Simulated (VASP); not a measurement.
Runs of VASP 6.6.1 on CdS. The structure is that of space group F-43m (No. 216), or close to it. The cells are those of the table. 

```tsv
level	cell	k mesh	smearing	gap on the mesh (eV)	pressure (GPa)
PBE	a = 4.153 Å, angles 60.0°, 2 atoms	10 × 10 × 10	gaussian 0.05 eV	1.10	1.9
PBE	a = 4.191 Å, angles 60.0°, 2 atoms	10 × 10 × 10	gaussian 0.05 eV	1.04	0.3
PBE	a = 4.219 Å, angles 60.0°, 2 atoms	10 × 10 × 10	gaussian 0.05 eV	1.00	-0.8
PBE	a = 4.134 Å, angles 60.0°, 2 atoms	10 × 10 × 10	gaussian 0.05 eV	1.13	2.7
PBE	a = 4.246 Å, angles 60.0°, 2 atoms	10 × 10 × 10	gaussian 0.05 eV	(a)	-1.7
PBE	a = 4.163 Å, angles 60.0°, 2 atoms	10 × 10 × 10	gaussian 0.05 eV	(b)	1.4
PBE	a = 4.191 Å, angles 60.0°, 2 atoms	15 × 15 × 15	gaussian 0.05 eV	1.04	0.3
PBE	a = 4.129 Å, angles 60.0°, 2 atoms	10 × 10 × 10	gaussian 0.05 eV	1.14	(c)
PBE+D4	a = 4.191 Å, angles 60.0°, 2 atoms	10 × 10 × 10	gaussian 0.05 eV	1.04	-1.7
PBE	a = 4.191 Å, angles 60.0°, 2 atoms	10 × 10 × 10	tetrahedron	1.04	0.3
```

Alike in all rows: task single point; potentials or basis VASP PAW PBE potentials, release 64 (Cd, S); no spin polarisation; cutoff (eV) 520.

Problem. Estimate the missing entries.

Solution. (a) 0.95; (b) 1.09; (c) 3.0.

A k mesh can miss the band edges, and the runs leave out spin-orbit coupling on Cd.
